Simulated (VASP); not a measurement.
# Co (Fd-3m) in VASP: further runs

Co is run at these levels: BLYP; tasks: single point, relaxation of cell and atoms.

Program: VASP 6.6.1. These are calculated values, not measurements. Logs are shortened: lines on timing, memory, paths and dates and some standing lists are left out, and cuts for length are marked.

## (1) The cell of the first run

Symmetry: Fd-3m, No. 227, cubic system. The conventional cell has a = 5.015 Å, b = 5.015 Å, c = 5.015 Å, α = 90.00°, β = 90.00°, γ = 90.00°. Within 2.9 Å of Co (site symmetry -43m) lie 4 Co at 2.17 Å.

## (2) Single point, BLYP, collinear spin, ferromagnetic start (volume scaled by 0.92)

INCAR reads:

```
  PREC = Accurate
  ENCUT = 520
  EDIFF = 1E-6
  ISMEAR = -1
  SIGMA = 0.05
  LREAL = False
  LASPH = True
  NELM = 150
  ALGO = Normal
  ISIF = 2
  LWAVE = False
  LCHARG = False
  ISPIN = 2
  MAGMOM = 1.736 1.736
  LORBIT = 11
  LMAXMIX = 4
  GGA = B5
  ALDAX = 1.0
  AGGAX = 1.0
  AGGAC = 1.0
  ALDAC = 0.0
  NBANDS = 20
```

KPOINTS reads:

```
regular mesh
0
Gamma
  12 12 12
```

POSCAR reads:

```
Co
1.0
    0.0000000000      2.5075239787      2.5075239787
    2.5075239787      0.0000000000      2.5075239787
    2.5075239787      2.5075239787      0.0000000000
Co
2
Direct
    0.1250000000      0.1250000000      0.1250000000
    0.8750000000      0.8750000000      0.8750000000
```

Potentials or basis: VASP PAW PBE potentials, release 64 (Co).

Run with:

```bash
> cat potpaw_PBE.64/Co/POTCAR > POTCAR
> mpirun -np 1 vasp_std > vasp.out
```

OUTCAR:

```text
PREC = Accurate
   ENCUT = 520
   EDIFF = 1E-6
   ISMEAR = -1
   LREAL = False
   LASPH = True
   NELM = 150
   ISIF = 2
   ISPIN = 2
   LORBIT = 11
   GGA = B5

 ion  position               nearest neighbor table
   1  0.125  0.125  0.125-   2 2.17   2 2.17   2 2.17   2 2.17
   2  0.875  0.875  0.875-   1 2.17   1 2.17   1 2.17   1 2.17

  LATTYP: Found a face centered cubic cell.
 ALAT       =     5.0150479574

  Lattice vectors:

 A1 = (   0.0000000000,   2.5075239787,   2.5075239787)
 A2 = (   2.5075239787,   0.0000000000,   2.5075239787)
 A3 = (   2.5075239787,   2.5075239787,   0.0000000000)

Analysis of symmetry for initial positions (statically):
=====================================================================
 Subroutine PRICEL returns:
 Original cell was already a primitive cell.

 Routine SETGRP: Setting up the symmetry group for a
 face centered cubic supercell.

 Subroutine GETGRP returns: Found 48 space group operations
 (whereof 12 operations were pure point group operations)
 out of a pool of 48 trial point group operations.

The static configuration has the point symmetry D_3d.
 The point group associated with its full space group is O_h .

Analysis of symmetry for dynamics (positions and initial velocities):
=====================================================================
 Subroutine PRICEL returns:
 Original cell was already a primitive cell.

 Routine SETGRP: Setting up the symmetry group for a
 face centered cubic supercell.

 Subroutine GETGRP returns: Found 48 space group operations
 (whereof 12 operations were pure point group operations)
 out of a pool of 48 trial point group operations.

The dynamic configuration has the point symmetry D_3d.
 The point group associated with its full space group is O_h .

Analysis of structural, dynamic, and magnetic symmetry:
=====================================================================
 Subroutine PRICEL returns:
 Original cell was already a primitive cell.

 Routine SETGRP: Setting up the symmetry group for a
 face centered cubic supercell.

 Subroutine GETGRP returns: Found 48 space group operations
 (whereof 12 operations were pure point group operations)
 out of a pool of 48 trial point group operations.

The overall configuration has the point symmetry D_3d.
 The point group associated with its full space group is O_h .

 Subroutine INISYM returns: Found 48 space group operations
 (whereof 12 operations are pure point group operations),
 and found     1 'primitive' translations

----------------------------------------------------------------------------------------

                                     Primitive cell

  volume of cell :      31.5330

  direct lattice vectors                    reciprocal lattice vectors
     0.000000000  2.507523979  2.507523979    -0.199399888  0.199399888  0.199399888
     2.507523979  0.000000000  2.507523979     0.199399888 -0.199399888  0.199399888
     2.507523979  2.507523979  0.000000000     0.199399888  0.199399888 -0.199399888

  length of vectors
     3.546174419  3.546174419  3.546174419     0.345370737  0.345370737  0.345370737

  position of ions in fractional coordinates (direct lattice)
     0.125000000  0.125000000  0.125000000
     0.875000000  0.875000000  0.875000000

  ion indices of the primitive-cell ions
   primitive index   ion index
                 1           1
                 2           2

----------------------------------------------------------------------------------------

 KPOINTS: regular mesh

Automatic generation of k-mesh.
 Grid dimensions read from file:
 generate k-points for:   12   12   12

 Generating k-lattice:

  Cartesian coordinates                     Fractional coordinates (reciprocal lattice)
    -0.016616657  0.016616657  0.016616657     0.083333333  0.000000000  0.000000000
     0.016616657 -0.016616657  0.016616657     0.000000000  0.083333333  0.000000000
     0.016616657  0.016616657 -0.016616657     0.000000000  0.000000000  0.083333333

  Length of vectors
     0.028780895  0.028780895  0.028780895

[... 42 lines left out ...]
   LEPSILON=     F    determine dielectric tensor
   LRPA    =     F    only Hartree local field effects (RPA)
 spin polarized calculation
  energy-cutoff  :      520.00
  volume of cell :       31.53
 maximum number of plane-waves:       881
   NGX = 13   NGY = 13   NGZ = 13

 number of electron      18.0000012 magnetization       3.3192317

 Free energy of the ion-electron system (eV)
  ---------------------------------------------------
  ext. energy  EPLUGINS =         0.00000000
  ---------------------------------------------------
  free energy    TOTEN  =       -10.22140739 eV

  energy without entropy =      -10.20230851  energy(sigma->0) =      -10.21185795

 E-fermi :   6.0969     XC(G=0): -10.4192

 val. band max:        6.0943294390   @ k =   0.4167   0.3333   0.0000
 cond. band min:       6.1075837931   @ k =   0.3333   0.1667   0.0833
 fundamental gap:      0.0132543541
 Fermi energy:         6.0969316127

 spin component 1

 k-point     1 :       0.0000    0.0000    0.0000
  band No.  band energies     occupation
      1      -0.3738      1.00000
      2       2.7185      1.00000
      3       2.7185      1.00000
      4       2.9550      1.00000
      5       2.9550      1.00000
      6       2.9550      1.00000
[... 12 lines left out ...]
     19      22.0219      0.00000
     20      23.6715      0.00000
[... 507 lines left out ...]
 k-point    24 :      -0.4167    0.1667    0.0000
  band No.  band energies     occupation
      1       2.3872      1.00000
      2       2.7034      1.00000
      3       2.7076      1.00000
      4       2.9021      1.00000
      5       3.2973      1.00000
      6       3.3510      1.00000
[... 12 lines left out ...]
     19      25.9190      0.00000
     20      26.2355      0.00000

 [... further k-points ...]

 spin component 2

 k-point     1 :       0.0000    0.0000    0.0000
  band No.  band energies     occupation
      1      -0.2441      1.00000
      2       4.2759      1.00000
      3       4.2759      1.00000
      4       4.3144      1.00000
      5       4.3144      1.00000
      6       4.3144      1.00000
[... 12 lines left out ...]
     19      22.0646      0.00000
     20      23.7413      0.00000
[... 507 lines left out ...]
 k-point    24 :      -0.4167    0.1667    0.0000
  band No.  band energies     occupation
      1       3.2079      1.00000
      2       3.8009      1.00000
      3       4.1445      1.00000
      4       4.2435      1.00000
      5       4.6606      1.00000
      6       4.8603      1.00000
[... 12 lines left out ...]
     19      26.2003      0.00000
     20      26.5009      0.00000

 [... further k-points ...]
[... 5 lines left out ...]
  --------------------------------------------------------------------------------------
  -------------------------------------------------------------------------------------
  Total        1.6688952      1.6688952      1.6688952      0.0000000      0.0000000      0.0000000
  in kB       84.7958056     84.7958056     84.7958056      0.0000000      0.0000000      0.0000000
  external PRESSURE =      84.7958056 kB  Pullay stress =       0.0000000 kB

 VOLUME and BASIS-vectors are now :
 -----------------------------------------------------------------------------
  energy-cutoff  :      520.00
  volume of cell :       31.53
      direct lattice vectors                 reciprocal lattice vectors
     0.000000000  2.507523979  2.507523979    -0.199399888  0.199399888  0.199399888
     2.507523979  0.000000000  2.507523979     0.199399888 -0.199399888  0.199399888
     2.507523979  2.507523979  0.000000000     0.199399888  0.199399888 -0.199399888

 POSITION                                       TOTAL-FORCE (eV/Angst)
 -----------------------------------------------------------------------------------
      0.62688      0.62688      0.62688         0.000000      0.000000      0.000000
      4.38817      4.38817      4.38817        -0.000000     -0.000000     -0.000000
 -----------------------------------------------------------------------------------
    total drift:                                0.000000      0.000000      0.000000

  FREE ENERGIE OF THE ION-ELECTRON SYSTEM (eV)
  ---------------------------------------------------
  free  energy   TOTEN  =       -10.2214073930 eV

  energy  without entropy=      -10.2023085069  energy(sigma->0) =      -10.21185795

 total charge

# of ion       s       p       d       tot
------------------------------------------
    1        0.543   0.359   7.371   8.273
    2        0.543   0.359   7.371   8.273
--------------------------------------------------
tot          1.086   0.717  14.742  16.546

 magnetization (x)

# of ion       s       p       d       tot
------------------------------------------
    1       -0.029  -0.008   1.680   1.644
    2       -0.029  -0.008   1.680   1.644
--------------------------------------------------
tot         -0.057  -0.015   3.359   3.287
```

It took 91 s on 1 thread of Intel Xeon 6975P-C, shared host; peak memory 0.21 GiB.

Results:

```
Free energy                                           : -10.2214 eV
Pressure                                              : 8.5 GPa
Net moment                                            : 3.32 μB per cell
Site moments                                          : Co +1.64 μB
Valence electrons inside the program's atomic spheres : Co 8.27
```

Levels at points of the mesh, in eV from the Fermi level:
Spin up:
```csv
k point,band 8,band 9,band 10,band 11,band 12,band 13,band 14,band 15
"(0.00, 0.00, 0.00)",-1.53,-1.53,-0.48,-0.48,12.67,12.67,12.67,12.98
"(0.50, 0.00, 0.00)",-1.22,-1.22,-0.57,-0.57,0.89,9.21,9.21,12.77
"(0.50, 0.50, 0.00)",-1.89,-0.40,-0.40,1.44,1.44,4.83,4.83,10.16
```
Spin down:
```
           k point  band 3  band 4  band 5  band 6  band 7  band 8  band 9  band 10  band 11  band 12
(0.00, 0.00, 0.00)   -1.82   -1.78   -1.78   -1.78   -0.02   -0.02   -0.02     1.47     1.47    13.13
(0.50, 0.00, 0.00)   -1.74   -1.74   -1.73   -1.73   -0.98    0.56    0.56     1.17     1.17     2.25
(0.50, 0.50, 0.00)   -1.67   -1.67   -1.34   -1.34   -0.13   -0.13    1.32     1.32     2.60     2.60
```

Caveat: the cell differs from its parent crystal (volume scaled by 0.92); the PAW data sets were made with another functional, which shifts forces and pressure a little.

## (3) Single point, BLYP, collinear spin, ferromagnetic start (volume scaled by 1.04)

INCAR reads:

```
PREC = Accurate
ENCUT = 520
EDIFF = 1E-7
ISMEAR = -1
SIGMA = 0.05
LREAL = False
LASPH = True
NELM = 150
ALGO = Normal
ISIF = 2
LWAVE = False
LCHARG = False
ISPIN = 2
MAGMOM = 1.736 1.736
LORBIT = 11
LMAXMIX = 4
GGA = B5
ALDAX = 1.0
AGGAX = 1.0
AGGAC = 1.0
ALDAC = 0.0
NBANDS = 20
```

KPOINTS reads:

```
Automatic mesh
0
Gamma
  12 12 12
```

POSCAR reads:

```
Co
1.0
    0.0000000000      2.6121228528      2.6121228528
    2.6121228528      0.0000000000      2.6121228528
    2.6121228528      2.6121228528      0.0000000000
Co
2
Direct
    0.1250000000      0.1250000000      0.1250000000
    0.8750000000      0.8750000000      0.8750000000
```

Potentials or basis: VASP PAW PBE potentials, release 64 (Co).

Run with:

```bash
> cat potpaw_PBE.64/Co/POTCAR > POTCAR
> mpirun -np 1 vasp_std > vasp.out
```

Wall time 94 s (1 thread of Intel Xeon 6975P-C, shared host); peak memory 0.22 GiB.

The run converged. Its results:

- Free energy: -10.2718 eV
- Pressure: -3.4 GPa
- Net moment: 3.45 μB per cell
- Site moments: Co +1.73 μB
- Valence electrons inside the program's atomic spheres: Co 8.11

Levels at points of the mesh, in eV from the Fermi level:
Spin up:
```
           k point  band 7  band 8  band 9  band 10  band 11  band 12  band 13  band 14  band 15  band 16
(0.00, 0.00, 0.00)   -1.57   -1.57   -1.57    -0.74    -0.74    11.39    11.39    11.39    11.88    11.88
(0.50, 0.00, 0.00)   -1.34   -1.34   -1.05    -0.79    -0.79     0.49     8.28     8.28    12.17    12.34
(0.50, 0.50, 0.00)   -1.89   -1.89   -0.64    -0.64     1.08     1.08     4.46     4.46     9.27     9.27
```
Spin down:
```tsv
k point	band 5	band 6	band 7	band 8	band 9	band 10
(0.00, 0.00, 0.00)	-1.50	-1.50	0.01	0.01	0.01	1.28
(0.50, 0.00, 0.00)	-1.41	-1.41	-0.90	0.50	0.50	1.01
(0.50, 0.50, 0.00)	-1.33	-1.33	-0.07	-0.07	1.14	1.14
```

Caveat: the cell differs from its parent crystal (volume scaled by 1.04); the PAW data sets were made with another functional, which shifts forces and pressure a little.

## (4) Single point, BLYP, collinear spin, ferromagnetic start (volume scaled by 1.12)

INCAR reads:

```
SYSTEM = Co
PREC = Accurate ; ENCUT = 520
EDIFF = 1E-7 ; ISMEAR = -1
SIGMA = 0.05 ; LREAL = .FALSE.
LASPH = .TRUE. ; NELM = 150
ALGO = Normal ; ISIF = 2
LWAVE = .FALSE. ; LCHARG = .FALSE.
ISPIN = 2 ; MAGMOM = 1.736 1.736
LORBIT = 11 ; LMAXMIX = 4
GGA = B5 ; ALDAX = 1.0
AGGAX = 1.0 ; AGGAC = 1.0
ALDAC = 0.0 ; NBANDS = 20
```

KPOINTS reads:

```
Automatic mesh
0
G
  12 12 12
  0 0 0
```

POSCAR reads:

```
Co
1.0
    0.0000000000      2.6774528184      2.6774528184
    2.6774528184      0.0000000000      2.6774528184
    2.6774528184      2.6774528184      0.0000000000
Co
2
Direct
    0.1250000000      0.1250000000      0.1250000000
    0.8750000000      0.8750000000      0.8750000000
```

Run with:

```bash
> cat potpaw_PBE.64/Co/POTCAR > POTCAR
> mpirun -np 1 vasp_std > vasp.out
```

Wall time 1.7 min (1 thread of Intel Xeon 6975P-C, shared host); peak memory 0.22 GiB.

It converged, with:

```yaml
Free_energy: -10.1742 eV
Pressure: -7.8 GPa
Net_moment: 3.52 μB per cell
Site_moments: Co +1.77 μB
Valence_electrons_inside_the_program's_atomic_spheres: Co 8.03
```

Levels at points of the mesh, in eV from the Fermi level:
Spin up:
```csv
k point,band 7,band 8,band 9,band 10,band 11,band 12,band 13,band 14,band 15,band 16
"(0.00, 0.00, 0.00)",-1.59,-1.59,-1.59,-0.87,-0.87,10.68,10.68,10.68,11.27,11.27
"(0.50, 0.00, 0.00)",-1.41,-1.41,-0.94,-0.90,-0.90,0.27,7.78,7.78,11.79,11.79
"(0.50, 0.50, 0.00)",-1.89,-1.89,-0.77,-0.77,0.90,0.90,4.26,4.26,8.78,8.78
```
Spin down:
```csv
k point,band 3,band 4,band 5,band 6,band 7,band 8,band 9,band 10,band 11,band 12
"(0.00, 0.00, 0.00)",-1.40,-1.40,-1.33,-1.33,0.03,0.03,0.03,1.17,1.17,11.11
"(0.50, 0.00, 0.00)",-1.35,-1.35,-1.25,-1.25,-0.84,0.47,0.47,0.93,0.93,1.74
"(0.50, 0.50, 0.00)",-1.31,-1.31,-1.29,-1.29,-0.03,-0.03,1.04,1.04,2.08,2.08
```

Caveat: the cell differs from its parent crystal (volume scaled by 1.12); the PAW data sets were made with another functional, which shifts forces and pressure a little.

## (5) Relaxation of cell and atoms, BLYP, collinear spin, ferromagnetic start

This run uses another cell than the first one, of 14.95 Å³/atom, 0.948 times its volume.

INCAR reads:

```
AGGAC = 1.0 ; AGGAX = 1.0
ALDAC = 0.0 ; ALDAX = 1.0
ALGO = Normal ; EDIFF = 1E-7
EDIFFG = -0.01 ; ENCUT = 600
GGA = B5 ; IBRION = 2
ISIF = 3 ; ISMEAR = -1
ISPIN = 2 ; LASPH = True
LCHARG = False ; LMAXMIX = 4
LORBIT = 11 ; LREAL = False
LWAVE = False ; MAGMOM = 1.7 1.7
NELM = 150 ; NSW = 80
PREC = Accurate ; SIGMA = 0.05
```

KPOINTS reads:

```
k-points
0
Gamma
  11 11 11
```

POSCAR reads:

```
Co
1.0
    0.0000000000      2.4634331982      2.4634331982
    2.4634331982      0.0000000000      2.4634331982
    2.4634331982      2.4634331982      0.0000000000
Co
2
Direct
    0.1250000000      0.1250000000      0.1250000000
    0.8750000000      0.8750000000      0.8750000000
```

Run with:

```bash
> cat potpaw_PBE.64/Co/POTCAR > POTCAR
> mpirun -np 1 vasp_std > vasp.out
```

Run time: 15 min. Hardware: 1 thread of Intel Xeon 6975P-C, shared host; peak memory 0.22 GiB.

Results (log left out):

- Free energy: -10.2837 eV
- Relaxed volume: 17.09 Å³/atom
- Relaxed cell: a = 3.643 Å, b = 3.643 Å, c = 3.643 Å, α = 60.00°, β = 60.00°, γ = 60.00°
- Space group after relaxing (to 0.05 Å): Fd-3m (No. 227)
- Energy gained by relaxing: 80.5 meV/atom
- Ionic steps: 5
- Pressure after relaxing: -0.1 GPa
- Net moment: 3.40 μB per cell
- Site moments: Co +1.70 μB
- Valence electrons inside the program's atomic spheres: Co 8.16

The path:
```
step  energy change (eV)  largest force (eV/Å)  pressure (GPa)  volume (Å³)
   1              0.0000                0.0000            6.02        29.90
   2             -0.0501                0.0000            1.32        32.40
   3             -0.1535                0.0000            2.61        33.20
   4             -0.1571                0.0000           -1.71        34.86
   5             -0.1610                0.0000           -0.09        34.18
```

Final structure:
```
CELL_PARAMETERS angstrom
0.00000 2.57583 2.57583
2.57583 0.00000 2.57583
2.57583 2.57583 0.00000
ATOMIC_POSITIONS crystal
Co 0.12500 0.12500 0.12500
Co 0.87500 0.87500 0.87500
```

Levels at points of the mesh, in eV from the Fermi level:
Spin up:
| k point | band 9 | band 10 | band 11 | band 12 | band 13 | band 14 |
| --- | --- | --- | --- | --- | --- | --- |
| (0.00, 0.00, 0.00) | -1.55 | -0.65 | -0.65 | 11.82 | 11.82 | 11.82 |
Spin down:
```tsv
k point	band 5	band 6	band 7	band 8	band 9	band 10
(0.00, 0.00, 0.00)	-1.60	-1.60	0.01	0.01	0.01	1.34
```

Caveat: the PAW data sets were made with another functional, which shifts forces and pressure a little.

## (6) Single point, BLYP, collinear spin, ferromagnetic start

This run uses another cell than the first one, of 17.14 Å³/atom, 1.087 times its volume.

INCAR reads:

```
PREC = Accurate ; ENCUT = 520
EDIFF = 1E-6 ; ISMEAR = -1
SIGMA = 0.05 ; LREAL = False
LASPH = True ; NELM = 150
ALGO = Normal ; ISIF = 2
LWAVE = False ; LCHARG = False
ISPIN = 2 ; MAGMOM = 1.731 1.731
LORBIT = 11 ; LMAXMIX = 4
GGA = B5 ; ALDAX = 1.0
AGGAX = 1.0 ; AGGAC = 1.0
ALDAC = 0.0 ; NBANDS = 20
```

KPOINTS reads:

```
regular mesh
0
Gamma
  17 17 17
```

POSCAR reads:

```
Co
1.0
    0.0000000000      2.5781953392      2.5781953392
    2.5781953392      0.0000000000      2.5781953392
    2.5781953392      2.5781953392      0.0000000000
Co
2
Direct
    0.1250000000      0.1250000000      0.1250000000
    0.8750000000      0.8750000000      0.8750000000
```

Potentials or basis: VASP PAW PBE potentials, release 64 (Co).

Run with:

```bash
> cat potpaw_PBE.64/Co/POTCAR > POTCAR
> mpirun -np 1 vasp_std > vasp.out
```

Wall time 5 min (1 thread of AMD EPYC 7R43 (Zen 3), shared host); peak memory 0.24 GiB.

Results (log left out):

```yaml
Free_energy: -10.2862 eV
Pressure: -0.3 GPa
Net_moment: 3.42 μB per cell
Site_moments: Co +1.70 μB
Valence_electrons_inside_the_program's_atomic_spheres: Co 8.16
```

Levels at points of the mesh, in eV from the Fermi level:
Spin up:
```tsv
k point	band 8	band 9	band 10	band 11	band 12	band 13	band 14	band 15
(0.00, 0.00, 0.00)	-1.55	-1.55	-0.66	-0.66	11.79	11.79	11.79	12.22
```
Spin down:
```
           k point  band 4  band 5  band 6  band 7  band 8  band 9  band 10  band 11
(0.00, 0.00, 0.00)   -1.61   -1.59   -1.59    0.01    0.01    0.01     1.34     1.34
```

Caveat: the PAW data sets were made with another functional, which shifts forces and pressure a little.

## (7) The runs side by side

| task | cell | k mesh | cutoff (eV) | gap on the mesh (eV) | pressure (GPa) | moment (μB) |
| --- | --- | --- | --- | --- | --- | --- |
| single point | a = 3.546 Å, angles 60.0°, 2 atoms | 12 × 12 × 12 | 520 | none | 8.5 | 3.32 |
| single point | a = 3.694 Å, angles 60.0°, 2 atoms | 12 × 12 × 12 | 520 | none | -3.4 | 3.45 |
| single point | a = 3.786 Å, angles 60.0°, 2 atoms | 12 × 12 × 12 | 520 | none | -7.8 | 3.52 |
| relaxation of cell and atoms | relaxed from a = 3.484 Å, angles 60.0°, 2 atoms | 11 × 11 × 11 | 600 | none | -0.1 | 3.40 |
| single point | a = 3.646 Å, angles 60.0°, 2 atoms | 17 × 17 × 17 | 520 | none | -0.3 | 3.42 |

Alike in all rows: level BLYP; potentials or basis VASP PAW PBE potentials, release 64 (Co); spin collinear, ferromagnetic start; smearing fermi-dirac 0.05 eV.

Caveats: the PAW data sets were made with another functional, which shifts forces and pressure a little.

Absolute energies hang on the potentials; compare differences alone.
